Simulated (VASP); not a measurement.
# Ga2P3 (R-3c) in VASP: a series of runs

The runs below take Ga2P3 through single point, relaxation of cell and atoms, with PBE.

All numbers are computed with VASP 6.6.1; they aren't measurements. Logs are shortened: lines on timing, memory, paths and dates and some standing lists are left out, and cuts for length are marked.

**1. The cell of the first run**

It takes space group R-3c (No. 167, trigonal). The conventional cell has a = 6.091 Å, b = 6.091 Å, c = 16.679 Å, α = 90.00°, β = 90.00°, γ = 120.00°. Within 3.2 Å of Ga (site symmetry 3) lie 6 P at 2.43 to 2.47 Å and 1 Ga at 3.00 Å. P (site symmetry 2) has 4 Ga at 2.43 to 2.47 Å within 3.2 Å.

The cell was built from a structure type or drawn by symmetry, and may not be a known phase.

**2. Single point, PBE**

INCAR reads:

```
  PREC = Accurate
  ENCUT = 520
  EDIFF = 1E-7
  ISMEAR = 0
  SIGMA = 0.1
  LREAL = F
  LASPH = T
  NELM = 60
  ALGO = Normal
  ISIF = 2
  LWAVE = F
  LCHARG = T
  GGA = PE
  LELF = T
  LVHAR = T
  NBANDS = 52
```

KPOINTS reads:

```
Automatic mesh
0
Gamma
  3 3 3
```

POSCAR reads:

```
Ga2P3
1.0
    3.0455249500      1.7583346500      5.5596145000
   -3.0455249500      1.7583346500      5.5596145000
    0.0000000000     -3.5166693000      5.5596145000
Ga P
4 6
Direct
    0.8398072100      0.8398072100      0.8398072100
    0.6601927900      0.6601927900      0.6601927900
    0.3398072100      0.3398072100      0.3398072100
    0.1601927900      0.1601927900      0.1601927900
    0.2500000000      0.9277651900      0.5722348100
    0.5722348100      0.2500000000      0.9277651900
    0.9277651900      0.5722348100      0.2500000000
    0.0722348100      0.4277651900      0.7500000000
    0.4277651900      0.7500000000      0.0722348100
    0.7500000000      0.0722348100      0.4277651900
```

Potentials or basis: VASP PAW PBE potentials, release 64 (Ga_d, P).

Started as:

```console
$ cat potpaw_PBE.64/Ga_d/POTCAR potpaw_PBE.64/P/POTCAR > POTCAR
$ mpirun -np 1 vasp_std > vasp.out
```

OUTCAR:

```text
PREC = Accurate
   ENCUT = 520
   EDIFF = 1E-7
   ISMEAR = 0
   LREAL = F
   LASPH = T
   NELM = 60
   ISIF = 2
   GGA = PE

 ion  position               nearest neighbor table
   1  0.840  0.840  0.840-   6 2.43   7 2.43   5 2.43   8 2.47   9 2.47  10 2.47
   2  0.660  0.660  0.660-   5 2.43   7 2.43   6 2.43   8 2.47   9 2.47  10 2.47
   3  0.340  0.340  0.340-  10 2.43   8 2.43   9 2.43   7 2.47   5 2.47   6 2.47
   4  0.160  0.160  0.160-   9 2.43   8 2.43  10 2.43   7 2.47   5 2.47   6 2.47
   5  0.250  0.928  0.572-   2 2.43   1 2.43   4 2.47   3 2.47
   6  0.572  0.250  0.928-   1 2.43   2 2.43   4 2.47   3 2.47
   7  0.928  0.572  0.250-   1 2.43   2 2.43   4 2.47   3 2.47
   8  0.072  0.428  0.750-   3 2.43   4 2.43   1 2.47   2 2.47
   9  0.428  0.750  0.072-   4 2.43   3 2.43   1 2.47   2 2.47
  10  0.750  0.072  0.428-   3 2.43   4 2.43   1 2.47   2 2.47

  LATTYP: Found a trigonal (rhomboedric) cell.
 ALAT       =     6.5784706696
 COS(alpha) =     0.5713484151

  Lattice vectors:

 A1 = (   3.0455249500,   1.7583346500,   5.5596145000)
 A2 = (  -3.0455249500,   1.7583346500,   5.5596145000)
 A3 = (   0.0000000000,  -3.5166693000,   5.5596145000)

Analysis of symmetry for initial positions (statically):
=====================================================================
 Subroutine PRICEL returns:
 Original cell was already a primitive cell.

 Routine SETGRP: Setting up the symmetry group for a
 trigonal (rhombohedral) supercell.

 Subroutine GETGRP returns: Found 12 space group operations
 (whereof  6 operations were pure point group operations)
 out of a pool of 12 trial point group operations.

The static configuration has the point symmetry S_6 .
 The point group associated with its full space group is D_3d.

Analysis of symmetry for dynamics (positions and initial velocities):
=====================================================================
 Subroutine PRICEL returns:
 Original cell was already a primitive cell.

 Routine SETGRP: Setting up the symmetry group for a
 trigonal (rhombohedral) supercell.

 Subroutine GETGRP returns: Found 12 space group operations
 (whereof  6 operations were pure point group operations)
 out of a pool of 12 trial point group operations.

The dynamic configuration has the point symmetry S_6 .
 The point group associated with its full space group is D_3d.

 Subroutine INISYM returns: Found 12 space group operations
 (whereof  6 operations are pure point group operations),
 and found     1 'primitive' translations

----------------------------------------------------------------------------------------

                                     Primitive cell

  volume of cell :     178.6322

  direct lattice vectors                    reciprocal lattice vectors
     3.045524950  1.758334650  5.559614500     0.164175309  0.094786659  0.059956195
    -3.045524950  1.758334650  5.559614500    -0.164175309  0.094786659  0.059956195
     0.000000000 -3.516669300  5.559614500     0.000000000 -0.189573318  0.059956195

  length of vectors
     6.578470670  6.578470670  6.578470670     0.198828540  0.198828540  0.198828540

  position of ions in fractional coordinates (direct lattice)
     0.839807210  0.839807210  0.839807210
     0.660192790  0.660192790  0.660192790
     0.339807210  0.339807210  0.339807210
     0.160192790  0.160192790  0.160192790
     0.250000000  0.927765190  0.572234810
     0.572234810  0.250000000  0.927765190
     0.927765190  0.572234810  0.250000000
     0.072234810  0.427765190  0.750000000
     0.427765190  0.750000000  0.072234810
     0.750000000  0.072234810  0.427765190

  ion indices of the primitive-cell ions
   primitive index   ion index
                 1           1
                 2           2
                 3           3
                 4           4
                 5           5
                 6           6
                 7           7
                 8           8
                 9           9
                10          10

----------------------------------------------------------------------------------------

 KPOINTS: Automatic mesh

Automatic generation of k-mesh.
 Grid dimensions read from file:
 generate k-points for:    3    3    3

 Generating k-lattice:

  Cartesian coordinates                     Fractional coordinates (reciprocal lattice)
     0.054725103  0.031595553  0.019985398     0.333333333 -0.000000000  0.000000000
    -0.054725103  0.031595553  0.019985398    -0.000000000  0.333333333  0.000000000
     0.000000000 -0.063191106  0.019985398     0.000000000  0.000000000  0.333333333

  Length of vectors
     0.066276180  0.066276180  0.066276180

  Shift w.r.t. Gamma in fractional coordinates (k-lattice)
     0.000000000  0.000000000  0.000000000

 Subroutine IBZKPT returns following result:
 ===========================================

 Found      6 irreducible k-points:

 Following reciprocal coordinates:
            Coordinates               Weight
  0.000000  0.000000  0.000000      1.000000
  0.333333  0.000000  0.000000      6.000000
  0.333333  0.333333  0.000000      6.000000
 -0.333333  0.333333  0.000000      6.000000
  0.333333  0.333333  0.333333      2.000000
 -0.333333  0.333333  0.333333      6.000000
   k-points           NKPTS =      6   k-points in BZ     NKDIM =      6   number of bands    NBANDS=     52
   number of dos      NEDOS =    301   number of ions     NIONS =     10
   total plane-waves  NPLWV = 125000
   dimension x,y,z NGX =    50 NGY =   50 NGZ =   50
   dimension x,y,z NGXF=   100 NGYF=  100 NGZF=  100
   ions per type =               4   6
   NGX,Y,Z   is equivalent  to a cutoff of  12.64, 12.64, 12.64 a.u.
   NGXF,Y,Z  is equivalent  to a cutoff of  25.27, 25.27, 25.27 a.u.
 SYSTEM =  unknown system
   PREC   = accura    normal or accurate (medium, high low for compatibility)
   ISTART =      0    job   : 0-new  1-cont  2-samecut
   ICHARG =      2    charge: 1-file 2-atom 10-const
   ISPIN  =      1    spin polarized calculation?
   LNONCOLLINEAR =      F non collinear calculations
   LSORBIT =      F    spin-orbit coupling
   LASPH  =      T    aspherical Exc in radial PAW
   ENCUT  =  520.0 eV  38.22 Ry    6.18 a.u.  12.23 12.23 12.23*2*pi/ulx,y,z
   NELM   =     60;   NELMIN=  2; NELMDL= -5     # of ELM steps
   EDIFF  = 0.1E-06   stopping-criterion for ELM
   LREAL  =      F    real-space projection
   EDIFFG = 0.1E-05   stopping-criterion for IOM
   NSW    =      0    number of steps for IOM
   IBRION =     -1    ionic relax: 0-MD 1-quasi-New 2-CG
   NFREE  =      0    steps in history (QN), initial steepest desc. (CG)
   ISIF   =      2    stress and relaxation
   ISYM   =      2    0-nonsym 1-usesym 2-fastsym
   POTIM  = 0.5000    time-step for ionic-motion
   TEBEG  =    0.0;   TEEND  =   0.0 temperature during run
   PSTRESS=    0.0 pullay stress
   NELECT =      82.0000    total number of electrons
   NUPDOWN=      -1.0000    fix difference up-down
   EMIN   =  10.00;   EMAX   =-10.00  energy-range for DOS
   EFERMI =   0.00;   METHOD = LEGACY
   ISMEAR =     0;   SIGMA  =   0.10  broadening in eV -4-tet -1-fermi 0-gaus
   EFERMI_NEDOS =   21; number of points for ismear=-14 and -15
   IALGO  =     38    algorithm
   IMIX   =      4    mixing-type and parameters
     AMIX     =   0.40;   BMIX     =  1.00
     AMIX_MAG =   1.60;   BMIX_MAG =  1.00
  volume/ion in A,a.u.               =      17.86       120.55
  Fermi-wavevector in a.u.,A,eV,Ry     =   1.262873  2.386483 21.699217  1.594847
  Thomas-Fermi vector in A             =   2.396259
   LORBIT       =      0    0 simple, 1 ext, 2 COOP (PROOUT), +10 PAW based schemes
   GGA     = PE    functional components
   LHFCALC =     F    Hartree Fock is set to
   AEXX    =    0.0000 exact exchange contribution
   IVDW    =     0    specifies the selected vdW correction
   LEPSILON=     F    determine dielectric tensor
   LRPA    =     F    only Hartree local field effects (RPA)
 non-spin polarized calculation
 Gauss-broadening in eV      SIGMA  =   0.10
  energy-cutoff  :      520.00
  volume of cell :      178.63
 maximum number of plane-waves:      4836
 NGX is ok and might be reduce to    50
   NGX = 25   NGY = 25   NGZ = 25

 number of electron      82.0000001 magnetization

 Free energy of the ion-electron system (eV)
  ---------------------------------------------------
  ext. energy  EPLUGINS =         0.00000000
  ---------------------------------------------------
  free energy    TOTEN  =       -39.72255736 eV

  energy without entropy =      -39.68582183  energy(sigma->0) =      -39.70418960

 E-fermi :   5.9664     XC(G=0): -10.5746

 val. band max:        5.8704325681   @ k =   0.0000   0.0000   0.0000
 cond. band min:       5.9926496737   @ k =   0.3333   0.0000   0.0000
 fundamental gap:      0.1222171056
 Fermi energy:         5.9663987315

 k-point     1 :       0.0000    0.0000    0.0000
  band No.  band energies     occupation
      1      -8.8807      2.00000
      2      -8.8807      2.00000
      3      -8.7732      2.00000
      4      -8.7732      2.00000
      5      -8.7280      2.00000
      6      -8.7280      2.00000
[... 44 lines left out ...]
     51      11.0257      0.00000
     52      11.8299      0.00000

 k-point     2 :       0.3333    0.0000    0.0000
  band No.  band energies     occupation
      1      -8.8691      2.00000
      2      -8.8610      2.00000
      3      -8.8120      2.00000
      4      -8.8116      2.00000
      5      -8.7272      2.00000
      6      -8.7202      2.00000
[... 44 lines left out ...]
     51      11.3181      0.00000
     52      11.5978      0.00000

 k-point     3 :       0.3333    0.3333    0.0000
  band No.  band energies     occupation
      1      -8.9117      2.00000
      2      -8.8509      2.00000
      3      -8.8196      2.00000
      4      -8.7590      2.00000
      5      -8.7348      2.00000
      6      -8.7268      2.00000
[... 44 lines left out ...]
     51      11.0923      0.00000
     52      12.1376      0.00000

 k-point     4 :      -0.3333    0.3333    0.0000
  band No.  band energies     occupation
      1      -8.8892      2.00000
      2      -8.8803      2.00000
      3      -8.8120      2.00000
      4      -8.7689      2.00000
      5      -8.7596      2.00000
      6      -8.7195      2.00000
[... 44 lines left out ...]
     51      10.7468      0.00000
     52      11.2199      0.00000

 k-point     5 :       0.3333    0.3333    0.3333
  band No.  band energies     occupation
      1      -8.8631      2.00000
      2      -8.8631      2.00000
      3      -8.8146      2.00000
      4      -8.8146      2.00000
      5      -8.7192      2.00000
      6      -8.7192      2.00000
[... 44 lines left out ...]
     51      11.9040      0.00000
     52      11.9040      0.00000

 k-point     6 :      -0.3333    0.3333    0.3333
  band No.  band energies     occupation
      1      -8.8930      2.00000
      2      -8.8796      2.00000
      3      -8.8023      2.00000
      4      -8.7710      2.00000
      5      -8.7475      2.00000
      6      -8.7212      2.00000
[... 44 lines left out ...]
     51      11.3413      0.00000
     52      12.0526      0.00000

------------------------ aborting loop because EDIFF is reached ----------------------------------------

  FORCE on cell =-STRESS in cart. coord.  units (eV):
  Direction    XX          YY          ZZ          XY          YZ          ZX
  --------------------------------------------------------------------------------------
  -------------------------------------------------------------------------------------
  Total        6.6413246      6.6413246      8.8270502     -0.0000000      0.0000000     -0.0000000
  in kB       59.5669914     59.5669915     79.1710774     -0.0000000      0.0000000     -0.0000000
  external PRESSURE =      66.1016868 kB  Pullay stress =       0.0000000 kB

 VOLUME and BASIS-vectors are now :
 -----------------------------------------------------------------------------
  energy-cutoff  :      520.00
  volume of cell :      178.63
      direct lattice vectors                 reciprocal lattice vectors
     3.045524950  1.758334650  5.559614500     0.164175309  0.094786659  0.059956195
    -3.045524950  1.758334650  5.559614500    -0.164175309  0.094786659  0.059956195
     0.000000000 -3.516669300  5.559614500     0.000000000 -0.189573318  0.059956195

 POSITION                                       TOTAL-FORCE (eV/Angst)
 -----------------------------------------------------------------------------------
      0.00000      0.00000     14.00701         0.000000     -0.000000      0.759873
      0.00000      0.00000     11.01125         0.000000      0.000000     -0.759873
      0.00000      0.00000      5.66759         0.000000      0.000000      0.759873
      0.00000      0.00000      2.67183         0.000000     -0.000000     -0.759873
     -2.06415      0.05854      9.72933         0.031989     -0.055407     -0.000000
      0.98137     -1.81688      9.72933         0.031989      0.055407     -0.000000
      1.08278      1.75833      9.72933        -0.063979      0.000000     -0.000000
     -1.08278     -1.75833      6.94952         0.063979      0.000000     -0.000000
     -0.98137      1.81688      6.94952        -0.031989     -0.055407     -0.000000
      2.06415     -0.05854      6.94952        -0.031989      0.055407     -0.000000
 -----------------------------------------------------------------------------------
    total drift:                               -0.000000      0.000000     -0.000000

  FREE ENERGIE OF THE ION-ELECTRON SYSTEM (eV)
  ---------------------------------------------------
  free  energy   TOTEN  =       -39.7225573628 eV

  energy  without entropy=      -39.6858218318  energy(sigma->0) =      -39.70418960
```

Wall time 54 s (1 thread of AMD EPYC 9R45 (Zen 5), shared host); peak memory 0.31 GiB.

What came out:

```
Free energy            : -39.7226 eV
Pressure               : 6.6 GPa
Largest force          : 0.760 eV/Å
Band gap on the k mesh : zero (bands 41 and 42 overlap by 1.06 eV)
```

Forces in eV/Å, atoms in the order of the input:
```
Ga   0.000  0.000  0.760
Ga   0.000  0.000 -0.760
Ga   0.000  0.000  0.760
Ga   0.000  0.000 -0.760
P    0.032 -0.055  0.000
P    0.032  0.055  0.000
P   -0.064  0.000  0.000
P    0.064  0.000  0.000
P   -0.032 -0.055  0.000
P   -0.032  0.055  0.000
```

Levels at points of the mesh, in eV from the Fermi level:
```tsv
k point	band 37	band 38	band 39	band 40	band 41	band 42	band 43	band 44
(0.00, 0.00, 0.00)	-0.37	-0.10	-0.10	0.24	0.66	0.66	0.88	0.88
```

Caveat: the k points lie up to 0.42 Å⁻¹ apart, too coarse for converged energies and pressures of a metal.

**3. Single point, PBE**

This run uses another cell than the first one, of 20.63 Å³/atom.

INCAR reads:

```
PREC = Accurate ; ENCUT = 520
EDIFF = 1E-6 ; ISMEAR = 0
SIGMA = 0.1 ; LREAL = F
LASPH = T ; NELM = 100
ALGO = Normal ; ISIF = 2
LWAVE = F ; LCHARG = T
GGA = PE ; LELF = T
LVHAR = T ; NBANDS = 52
```

KPOINTS is that of step 2.

POSCAR reads:

```
Ga2P3
1.0
    2.9858932566      1.7239062755      6.6806132872
   -2.9858932566      1.7239062755      6.6806132872
    0.0000000000     -3.4478125510      6.6806132872
Ga P
4 6
Direct
    0.8620184686      0.8620184686      0.8620184686
    0.6379815314      0.6379815314      0.6379815314
    0.3620184686      0.3620184686      0.3620184686
    0.1379815314      0.1379815314      0.1379815314
    0.2500000000      1.0170791434      0.4829208566
    0.4829208566      0.2500000000      1.0170791434
    1.0170791434      0.4829208566      0.2500000000
   -0.0170791434      0.5170791434      0.7500000000
    0.5170791434      0.7500000000     -0.0170791434
    0.7500000000     -0.0170791434      0.5170791434
```

Potentials or basis: VASP PAW PBE potentials, release 64 (Ga_d, P).

Started as:

```console
$ cat potpaw_PBE.64/Ga_d/POTCAR potpaw_PBE.64/P/POTCAR > POTCAR
$ mpirun -np 1 vasp_std > vasp.out
```

Run time: 65 s. Hardware: 1 thread of AMD EPYC 9R45 (Zen 5), shared host; peak memory 0.4 GiB.

The run converged. Its results:

| Property | Result |
| --- | --- |
| Free energy | -41.7131 eV |
| Pressure | 0.0 GPa |
| Largest force | 0.024 eV/Å |
| Band gap on the k mesh | zero (bands 41 and 42 overlap by 0.48 eV) |

Forces on the atoms (eV/Å):
```
Ga   0.000  0.000 -0.002
Ga   0.000  0.000  0.002
Ga   0.000  0.000 -0.002
Ga   0.000  0.000  0.002
P   -0.012  0.021  0.000
P   -0.012 -0.021  0.000
P    0.024  0.000  0.000
P   -0.024  0.000  0.000
P    0.012  0.021  0.000
P    0.012 -0.021  0.000
```

Stress tensor (GPa, compression positive):
```
-0.02  0.00  0.00
 0.00 -0.02  0.00
 0.00  0.00  0.07
```

Levels at points of the mesh, in eV from the Fermi level:
| k point | band 38 | band 39 | band 40 | band 41 | band 42 | band 43 | band 44 | band 45 |
| --- | --- | --- | --- | --- | --- | --- | --- | --- |
| (0.00, 0.00, 0.00) | -1.15 | -0.46 | -0.32 | -0.32 | 0.76 | 1.96 | 1.96 | 2.73 |

Caveat: the k points lie up to 0.42 Å⁻¹ apart; semilocal functionals underestimate gaps, so a narrow gap can read as zero.

(Part 1 of 2 ends here.)
